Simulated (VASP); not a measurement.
# Bi2Br3 (R-3c) in VASP: a series of runs

Bi2Br3 is run at these levels: PBE; tasks: single point.

Program: VASP 6.6.1. These are calculated values, not measurements. Logs are shortened: lines on timing, memory, paths and dates and some standing lists are left out, and cuts for length are marked.

## 1. The cell of the first run

It takes space group R-3c (No. 167, trigonal). The conventional cell has a = 7.298 Å, b = 7.298 Å, c = 19.926 Å, α = 90.00°, β = 90.00°, γ = 120.00°. Bi (site symmetry 3) has 6 Br at 2.84 to 3.02 Å within 3.7 Å. Within 3.7 Å of Br (site symmetry 2) lie 4 Bi at 2.84 to 3.02 Å.

## 2. Single point, PBE

File INCAR:

```
PREC = Accurate ; ENCUT = 520
EDIFF = 1E-7 ; ISMEAR = 0
SIGMA = 0.1 ; LREAL = False
LASPH = True ; NELM = 60
ALGO = Normal ; ISIF = 2
LWAVE = False ; LCHARG = False
GGA = PE ; NBANDS = 62
```

File KPOINTS:

```
Automatic mesh
0
Gamma
  3 3 3
```

File POSCAR:

```
Bi2Br3
1.0
    3.6492014922      2.1068674638      6.6420947185
   -3.6492014922      2.1068674638      6.6420947185
    0.0000000000     -4.2137349277      6.6420947185
Bi Br
4 6
Direct
    0.8521800000      0.8521800000      0.8521800000
    0.6478200000      0.6478200000      0.6478200000
    0.1478200000      0.1478200000      0.1478200000
    0.3521800000      0.3521800000      0.3521800000
    0.0562500000      0.4437500000      0.7500000000
    0.7500000000      0.0562500000      0.4437500000
    0.4437500000      0.7500000000      0.0562500000
    0.9437500000      0.5562500000      0.2500000000
    0.2500000000      0.9437500000      0.5562500000
    0.5562500000      0.2500000000      0.9437500000
```

Potentials or basis: VASP PAW PBE potentials, release 64 (Bi_d, Br).

Started as:

```console
$ cat potpaw_PBE.64/Bi_d/POTCAR potpaw_PBE.64/Br/POTCAR > POTCAR
$ mpirun -np 1 vasp_std > vasp.out
```

OUTCAR:

```text
PREC = Accurate
   ENCUT = 520
   EDIFF = 1E-7
   ISMEAR = 0
   LREAL = False
   LASPH = True
   NELM = 60
   ISIF = 2
   GGA = PE

 ion  position               nearest neighbor table
   1  0.852  0.852  0.852-   9 2.84   8 2.84  10 2.84   7 3.02   6 3.02   5 3.02
   2  0.648  0.648  0.648-  10 2.84   8 2.84   9 2.84   6 3.02   7 3.02   5 3.02
   3  0.148  0.148  0.148-   6 2.84   5 2.84   7 2.84  10 3.02   9 3.02   8 3.02
   4  0.352  0.352  0.352-   7 2.84   5 2.84   6 2.84   9 3.02  10 3.02   8 3.02
   5  0.056  0.444  0.750-   3 2.84   4 2.84   1 3.02   2 3.02
   6  0.750  0.056  0.444-   3 2.84   4 2.84   2 3.02   1 3.02
   7  0.444  0.750  0.056-   4 2.84   3 2.84   1 3.02   2 3.02
   8  0.944  0.556  0.250-   1 2.84   2 2.84   3 3.02   4 3.02
   9  0.250  0.944  0.556-   1 2.84   2 2.84   4 3.02   3 3.02
  10  0.556  0.250  0.944-   2 2.84   1 2.84   3 3.02   4 3.02

  LATTYP: Found a trigonal (rhomboedric) cell.
 ALAT       =     7.8659382333
 COS(alpha) =     0.5695481095

  Lattice vectors:

 A1 = (   3.6492014922,   2.1068674638,   6.6420947185)
 A2 = (  -3.6492014922,   2.1068674638,   6.6420947185)
 A3 = (   0.0000000000,  -4.2137349277,   6.6420947185)

Analysis of symmetry for initial positions (statically):
=====================================================================
 Subroutine PRICEL returns:
 Original cell was already a primitive cell.

 Routine SETGRP: Setting up the symmetry group for a
 trigonal (rhombohedral) supercell.

 Subroutine GETGRP returns: Found 12 space group operations
 (whereof  6 operations were pure point group operations)
 out of a pool of 12 trial point group operations.

The static configuration has the point symmetry S_6 .
 The point group associated with its full space group is D_3d.

Analysis of symmetry for dynamics (positions and initial velocities):
=====================================================================
 Subroutine PRICEL returns:
 Original cell was already a primitive cell.

 Routine SETGRP: Setting up the symmetry group for a
 trigonal (rhombohedral) supercell.

 Subroutine GETGRP returns: Found 12 space group operations
 (whereof  6 operations were pure point group operations)
 out of a pool of 12 trial point group operations.

The dynamic configuration has the point symmetry S_6 .
 The point group associated with its full space group is D_3d.

 Subroutine INISYM returns: Found 12 space group operations
 (whereof  6 operations are pure point group operations),
 and found     1 'primitive' translations

----------------------------------------------------------------------------------------

                                     Primitive cell

  volume of cell :     306.4018

  direct lattice vectors                    reciprocal lattice vectors
     3.649201492  2.106867464  6.642094719     0.137016276  0.079106384  0.050184971
    -3.649201492  2.106867464  6.642094719    -0.137016276  0.079106384  0.050184971
     0.000000000 -4.213734928  6.642094719     0.000000000 -0.158212768  0.050184971

  length of vectors
     7.865938233  7.865938233  7.865938233     0.165981358  0.165981358  0.165981358

  position of ions in fractional coordinates (direct lattice)
     0.852180000  0.852180000  0.852180000
     0.647820000  0.647820000  0.647820000
     0.147820000  0.147820000  0.147820000
     0.352180000  0.352180000  0.352180000
     0.056250000  0.443750000  0.750000000
     0.750000000  0.056250000  0.443750000
     0.443750000  0.750000000  0.056250000
     0.943750000  0.556250000  0.250000000
     0.250000000  0.943750000  0.556250000
     0.556250000  0.250000000  0.943750000

  ion indices of the primitive-cell ions
   primitive index   ion index
                 1           1
                 2           2
                 3           3
                 4           4
                 5           5
                 6           6
                 7           7
                 8           8
                 9           9
                10          10

----------------------------------------------------------------------------------------

 KPOINTS: Automatic mesh

Automatic generation of k-mesh.
 Grid dimensions read from file:
 generate k-points for:    3    3    3

 Generating k-lattice:

  Cartesian coordinates                     Fractional coordinates (reciprocal lattice)
     0.045672092  0.026368795  0.016728324     0.333333333 -0.000000000  0.000000000
    -0.045672092  0.026368795  0.016728324    -0.000000000  0.333333333  0.000000000
     0.000000000 -0.052737589  0.016728324     0.000000000  0.000000000  0.333333333

  Length of vectors
     0.055327119  0.055327119  0.055327119

  Shift w.r.t. Gamma in fractional coordinates (k-lattice)
     0.000000000  0.000000000  0.000000000

 Subroutine IBZKPT returns following result:
 ===========================================

 Found      6 irreducible k-points:

 Following reciprocal coordinates:
            Coordinates               Weight
  0.000000  0.000000  0.000000      1.000000
  0.333333 -0.000000 -0.000000      6.000000
  0.333333  0.333333 -0.000000      6.000000
 -0.333333  0.333333  0.000000      6.000000
  0.333333  0.333333  0.333333      2.000000
 -0.333333  0.333333  0.333333      6.000000
   k-points           NKPTS =      6   k-points in BZ     NKDIM =      6   number of bands    NBANDS=     62
   number of dos      NEDOS =    301   number of ions     NIONS =     10
   total plane-waves  NPLWV = 216000
   dimension x,y,z NGX =    60 NGY =   60 NGZ =   60
   dimension x,y,z NGXF=   120 NGYF=  120 NGZF=  120
   ions per type =               4   6
   NGX,Y,Z   is equivalent  to a cutoff of  12.68, 12.68, 12.68 a.u.
   NGXF,Y,Z  is equivalent  to a cutoff of  25.36, 25.36, 25.36 a.u.
 SYSTEM =  unknown system
   PREC   = accura    normal or accurate (medium, high low for compatibility)
   ISTART =      0    job   : 0-new  1-cont  2-samecut
   ICHARG =      2    charge: 1-file 2-atom 10-const
   ISPIN  =      1    spin polarized calculation?
   LNONCOLLINEAR =      F non collinear calculations
   LSORBIT =      F    spin-orbit coupling
   LASPH  =      T    aspherical Exc in radial PAW
   ENCUT  =  520.0 eV  38.22 Ry    6.18 a.u.  14.63 14.63 14.63*2*pi/ulx,y,z
   NELM   =     60;   NELMIN=  2; NELMDL= -5     # of ELM steps
   EDIFF  = 0.1E-06   stopping-criterion for ELM
   LREAL  =      F    real-space projection
   EDIFFG = 0.1E-05   stopping-criterion for IOM
   NSW    =      0    number of steps for IOM
   IBRION =     -1    ionic relax: 0-MD 1-quasi-New 2-CG
   NFREE  =      0    steps in history (QN), initial steepest desc. (CG)
   ISIF   =      2    stress and relaxation
   ISYM   =      2    0-nonsym 1-usesym 2-fastsym
   POTIM  = 0.5000    time-step for ionic-motion
   TEBEG  =    0.0;   TEEND  =   0.0 temperature during run
   PSTRESS=    0.0 pullay stress
   NELECT =     102.0000    total number of electrons
   NUPDOWN=      -1.0000    fix difference up-down
   EMIN   =  10.00;   EMAX   =-10.00  energy-range for DOS
   EFERMI =   0.00;   METHOD = LEGACY
   ISMEAR =     0;   SIGMA  =   0.10  broadening in eV -4-tet -1-fermi 0-gaus
   EFERMI_NEDOS =   21; number of points for ismear=-14 and -15
   IALGO  =     38    algorithm
   IMIX   =      4    mixing-type and parameters
     AMIX     =   0.40;   BMIX     =  1.00
     AMIX_MAG =   1.60;   BMIX_MAG =  1.00
  volume/ion in A,a.u.               =      30.64       206.77
  Fermi-wavevector in a.u.,A,eV,Ry     =   1.134604  2.144091 17.515146  1.287327
  Thomas-Fermi vector in A             =   2.271308
   LORBIT       =      0    0 simple, 1 ext, 2 COOP (PROOUT), +10 PAW based schemes
   GGA     = PE    functional components
   LHFCALC =     F    Hartree Fock is set to
   AEXX    =    0.0000 exact exchange contribution
   IVDW    =     0    specifies the selected vdW correction
   LEPSILON=     F    determine dielectric tensor
   LRPA    =     F    only Hartree local field effects (RPA)
 non-spin polarized calculation
 Gauss-broadening in eV      SIGMA  =   0.10
  energy-cutoff  :      520.00
  volume of cell :      306.40
 maximum number of plane-waves:      8290
 NGX is ok and might be reduce to    60
   NGX = 29   NGY = 29   NGZ = 29

 number of electron     101.9999993 magnetization

 Free energy of the ion-electron system (eV)
  ---------------------------------------------------
  ext. energy  EPLUGINS =         0.00000000
  ---------------------------------------------------
  free energy    TOTEN  =       -24.92982366 eV

  energy without entropy =      -24.89124585  energy(sigma->0) =      -24.91053475

 E-fermi :   5.6760     XC(G=0):  -9.0123

 val. band max:        5.6734762095   @ k =  -0.3333   0.3333   0.0000
 cond. band min:       5.7501464852   @ k =  -0.3333   0.3333   0.3333
 fundamental gap:      0.0766702757
 Fermi energy:         5.6759684954

 k-point     1 :       0.0000    0.0000    0.0000
  band No.  band energies     occupation
      1     -18.3141      2.00000
      2     -18.3141      2.00000
      3     -18.2943      2.00000
      4     -18.2943      2.00000
      5     -18.2896      2.00000
      6     -18.2896      2.00000
[... 54 lines left out ...]
     61       8.7116      0.00000
     62      10.3545      0.00000

 k-point     2 :       0.3333   -0.0000   -0.0000
  band No.  band energies     occupation
      1     -18.3127      2.00000
      2     -18.3099      2.00000
      3     -18.3005      2.00000
      4     -18.3004      2.00000
      5     -18.2909      2.00000
      6     -18.2881      2.00000
[... 249 lines left out ...]
     61       9.9976      0.00000
     62      10.3621      0.00000

 k-point     6 :      -0.3333    0.3333    0.3333
  band No.  band energies     occupation
      1     -18.3158      2.00000
      2     -18.3124      2.00000
      3     -18.3001      2.00000
      4     -18.2950      2.00000
      5     -18.2918      2.00000
      6     -18.2886      2.00000
[... 54 lines left out ...]
     61       9.4933      0.00000
     62       9.7906      0.00000

------------------------ aborting loop because EDIFF is reached ----------------------------------------

  FORCE on cell =-STRESS in cart. coord.  units (eV):
  Direction    XX          YY          ZZ          XY          YZ          ZX
  --------------------------------------------------------------------------------------
  -------------------------------------------------------------------------------------
  Total       20.8559650     20.8559650     17.9768132      0.0000000     -0.0000000      0.0000000
  in kB      109.0559828    109.0559828     94.0008786      0.0000000     -0.0000000      0.0000000
  external PRESSURE =     104.0376148 kB  Pullay stress =       0.0000000 kB

 VOLUME and BASIS-vectors are now :
 -----------------------------------------------------------------------------
  energy-cutoff  :      520.00
  volume of cell :      306.40
      direct lattice vectors                 reciprocal lattice vectors
     3.649201492  2.106867464  6.642094719     0.137016276  0.079106384  0.050184971
    -3.649201492  2.106867464  6.642094719    -0.137016276  0.079106384  0.050184971
     0.000000000 -4.213734928  6.642094719     0.000000000 -0.158212768  0.050184971

 POSITION                                       TOTAL-FORCE (eV/Angst)
 -----------------------------------------------------------------------------------
      0.00000     -0.00000     16.98078         0.000000      0.000000     -0.418538
      0.00000     -0.00000     12.90865         0.000000     -0.000000      0.418538
      0.00000     -0.00000      2.94550         0.000000     -0.000000      0.418538
      0.00000     -0.00000      7.01764         0.000000      0.000000     -0.418538
     -1.41407     -2.10687      8.30262         0.137437      0.000000     -0.000000
      2.53163     -0.17118      8.30262        -0.068719      0.119024      0.000000
     -1.11757      2.27805      8.30262        -0.068719     -0.119024      0.000000
      1.41407      2.10687     11.62367        -0.137437      0.000000      0.000000
     -2.53163      0.17118     11.62367         0.068719     -0.119024      0.000000
      1.11757     -2.27805     11.62367         0.068719      0.119024      0.000000
 -----------------------------------------------------------------------------------
    total drift:                               -0.000000     -0.000000      0.000000

  FREE ENERGIE OF THE ION-ELECTRON SYSTEM (eV)
  ---------------------------------------------------
  free  energy   TOTEN  =       -24.9298236554 eV

  energy  without entropy=      -24.8912458532  energy(sigma->0) =      -24.91053475
```

Run time: 2.1 min. Hardware: 1 thread of Intel Xeon Platinum 8488C (Sapphire Rapids), shared host; peak memory 0.52 GiB.

Results:

```yaml
Free_energy: -24.9298 eV
Pressure: 10.4 GPa
Largest_force: 0.419 eV/Å
Band_gap_on_the_k_mesh: zero (band 51 reaches 5.76 eV, above the bottom of band 52 at 5.52 eV)
```

Forces on the atoms (eV/Å):
```
Bi   0.000  0.000 -0.419
Bi   0.000  0.000  0.419
Bi   0.000  0.000  0.419
Bi   0.000  0.000 -0.419
Br   0.137  0.000  0.000
Br  -0.069  0.119  0.000
Br  -0.069 -0.119  0.000
Br  -0.137  0.000  0.000
Br   0.069 -0.119  0.000
Br   0.069  0.119  0.000
```

Stress tensor (GPa, compression positive):
```
10.91  0.00  0.00
 0.00 10.91  0.00
 0.00  0.00  9.40
```

Levels at points of the mesh, in eV from the Fermi level:
| k point | band 48 | band 49 | band 50 | band 51 | band 52 | band 53 | band 54 | band 55 |
| --- | --- | --- | --- | --- | --- | --- | --- | --- |
| (0.00, 0.00, 0.00) | -3.07 | -0.99 | -0.99 | -0.96 | -0.15 | -0.15 | 0.95 | 1.09 |

Caveat: spin-orbit coupling is left out, which moves the levels of the heavy elements.

## 3. Single point, PBE

This run uses another cell than the first one, of 35.83 Å³/atom, 1.169 times its volume.

File INCAR:

```
SYSTEM = Bi2Br3
PREC = Accurate
ENCUT = 520
EDIFF = 1E-6
ISMEAR = 0
SIGMA = 0.1
LREAL = .False.
LASPH = .True.
NELM = 80
ALGO = Normal
ISIF = 2
LWAVE = .False.
LCHARG = .False.
GGA = PE
NBANDS = 62
```

File KPOINTS:

```
Automatic mesh
0
Gamma
  3 3 3
  0 0 0
```

File POSCAR:

```
Bi2Br3
1.0
    4.3312341871      2.5006392239      5.5130215595
   -4.3312341871      2.5006392239      5.5130215595
    0.0000000000     -5.0012784478      5.5130215595
Bi Br
4 6
Direct
    0.8429082681      0.8429082681      0.8429082681
    0.6570917319      0.6570917319      0.6570917319
    0.1570917319      0.1570917319      0.1570917319
    0.3429082681      0.3429082681      0.3429082681
    0.0927122282      0.4072877718      0.7500000000
    0.7500000000      0.0927122282      0.4072877718
    0.4072877718      0.7500000000      0.0927122282
    0.9072877718      0.5927122282      0.2500000000
    0.2500000000      0.9072877718      0.5927122282
    0.5927122282      0.2500000000      0.9072877718
```

Potentials or basis: VASP PAW PBE potentials, release 64 (Bi_d, Br).

Started as:

```console
$ cat potpaw_PBE.64/Bi_d/POTCAR potpaw_PBE.64/Br/POTCAR > POTCAR
$ mpirun -np 1 vasp_std > vasp.out
```

It took 2 min on 1 thread of Intel Xeon Platinum 8488C (Sapphire Rapids), shared host; peak memory 0.47 GiB.

The run converged. Its results:

```yaml
Free_energy: -28.3226 eV
Pressure: 0.0 GPa
Largest_force: 0.016 eV/Å
Band_gap_on_the_k_mesh: zero (band 51 reaches 3.61 eV, above the bottom of band 52 at 3.08 eV)
```

Forces on the atoms (eV/Å):
```
Bi   0.000  0.000  0.016
Bi   0.000  0.000 -0.016
Bi   0.000  0.000 -0.016
Bi   0.000  0.000  0.016
Br   0.002  0.000  0.000
Br  -0.001  0.002  0.000
Br  -0.001 -0.002  0.000
Br  -0.002  0.000  0.000
Br   0.001 -0.002  0.000
Br   0.001  0.002  0.000
```

Levels at points of the mesh, in eV from the Fermi level:
```csv
k point,band 48,band 49,band 50,band 51,band 52,band 53,band 54,band 55
"(0.00, 0.00, 0.00)",-2.39,-2.15,-0.58,-0.39,-0.39,0.29,0.29,1.10
```

Caveat: spin-orbit coupling is left out, which moves the levels of the heavy elements.
